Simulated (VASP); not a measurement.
Write the native input for VASP 6.6.1 that does the following.

| Property | Result |
| --- | --- |
| Task | single point |
| Functional | PBE |
| Dispersion | D3(BJ) |
| Potentials or basis | VASP PAW PBE potentials, release 64 (Si, O) |
| Cutoff | 520 eV |
| k mesh | 7 × 4 × 1 |
| Occupations | gaussian, width 0.05 eV |
| Spin | collinear spin, ferromagnetic start |
| Starting moments | [0.0, 0.0, 0.0, 0.0, 0.0, 0.0, 0.0, 0.0, 2.0] μB |
| Dipole correction | yes |
| Further INCAR settings | ALGO = Normal; EDIFF = 1e-06; NBANDS = 33 |

The structure of Si8O lies in POSCAR:

```
Si8O
1.0
    3.8155170209      0.0000000000      0.0000000000
    0.0000000000      6.3129357835      0.0000000000
    0.0000000000      0.0000000000     21.3318711348
Si O
8 1
Direct
    0.0000000000      0.9369021389      0.1875128522
    0.0000000000      0.5630978611      0.1875128522
    0.5000000000      0.4369021389      0.2391466205
    0.5000000000      0.0630978611      0.2391466205
    0.5000000000      0.9332664455      0.3430438269
    0.5000000000      0.5667335545      0.3430438269
    0.0000000000      0.4266292811      0.3858954089
    0.0000000000      0.0733707189      0.3858954089
    0.0000000000      1.0932959478      0.4890274777
```

These files were run (other wordings do the same):

INCAR

```
SYSTEM = Si8O
PREC = Accurate ; ENCUT = 520
EDIFF = 1E-6 ; ISMEAR = 0
SIGMA = 0.05 ; LREAL = .False.
LASPH = .True. ; NELM = 150
ALGO = Normal ; ISIF = 2
LWAVE = .False. ; LCHARG = .False.
ISPIN = 2 ; MAGMOM = 0 0 0 0 0 0 0 0 2
LORBIT = 11 ; LDIPOL = .True.
IDIPOL = 3 ; DIPOL = 0.5 0.5 0.311
GGA = PE ; IVDW = 12
NBANDS = 33
```

KPOINTS

```
Automatic mesh
0
Gamma
  7 4 1
  0 0 0
```

Potentials or basis: VASP PAW PBE potentials, release 64 (Si, O).

Run with:

```console
$ cat potpaw_PBE.64/Si/POTCAR potpaw_PBE.64/O/POTCAR > POTCAR
$ mpirun -np 1 vasp_std > vasp.out
```

Results of the run:

- Largest force: 3.697 eV/Å
- Net moment: -0.75 μB per cell
- Site moments: Si -0.03, +0.02, +0.01, -0.00, -0.01, +0.04; O -0.74 μB
- Valence electrons inside the program's atomic spheres: Si 1.64, 1.67, 1.72, 1.71, 1.68, 1.63; O 4.67
- Dispersion energy per atom: -0.233 eV

Wall time 9.8 min on 1 thread of Intel(R) Xeon(R) 6975P-C (Granite Rapids), with other jobs on the host, peak memory 0.84 GiB.
